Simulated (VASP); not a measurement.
Wanted: the native input for a VASP 6.6.1 run.

```yaml
Task: single point
Functional: PBE
Potentials_or_basis: VASP PAW PBE potentials, release 64 (Hf_pv, Bi_d, O)
Cutoff: 520 eV
k_mesh: 8 × 8 × 8
Occupations: gaussian, width 0.1 eV
Spin: no spin polarisation
Dipole_correction: no
Further_INCAR_settings: ALGO = Normal; EDIFF = 1e-06; NBANDS = 38
```

The structure of HfBi3O lies in POSCAR:

```
HfBi3O
1.0
    4.9160228878      0.0000000000      0.0000000000
    0.0000000000      4.9160228878      0.0000000000
    0.0000000000      0.0000000000      4.9160228878
Hf Bi O
1 3 1
Direct
    0.0000000000      0.0000000000      0.0000000000
    0.5000000000      0.0000000000      0.5000000000
    0.5000000000      0.5000000000      0.0000000000
    0.0000000000      0.5000000000      0.5000000000
    0.5000000000      0.5000000000      0.5000000000
```

The cell was built from a structure type or drawn by symmetry, and may not be a known phase.

The input as run:

INCAR

```
SYSTEM = HfBi3O
PREC = Accurate ; ENCUT = 520
EDIFF = 1E-6 ; ISMEAR = 0
SIGMA = 0.1 ; LREAL = .False.
LASPH = .True. ; NELM = 80
ALGO = Normal ; ISIF = 2
LWAVE = .False. ; LCHARG = .True.
GGA = PE ; LELF = .True.
LVHAR = .True. ; NBANDS = 38
```

KPOINTS

```
Automatic mesh
0
Gamma
  8 8 8
  0 0 0
```

Potentials or basis: VASP PAW PBE potentials, release 64 (Hf_pv, Bi_d, O).

Command:

```bash
$ cat potpaw_PBE.64/Hf_pv/POTCAR potpaw_PBE.64/Bi_d/POTCAR potpaw_PBE.64/O/POTCAR > POTCAR
$ mpirun -np 1 vasp_std > vasp.out
```

Results of the run:

```yaml
Pressure: -0.2 GPa
Band_gap_on_the_k_mesh: zero (an odd number of electrons rules out a gap without spin polarisation)
```

Caveat: spin-orbit coupling is left out, which moves the levels of the heavy elements; an odd number of electrons without spin polarisation forces a metal; a magnetic or distorted state may lie lower.

Run time: 5.8 min on 1 thread of AMD EPYC 7R13, with other jobs on the host, peak memory 0.29 GiB.
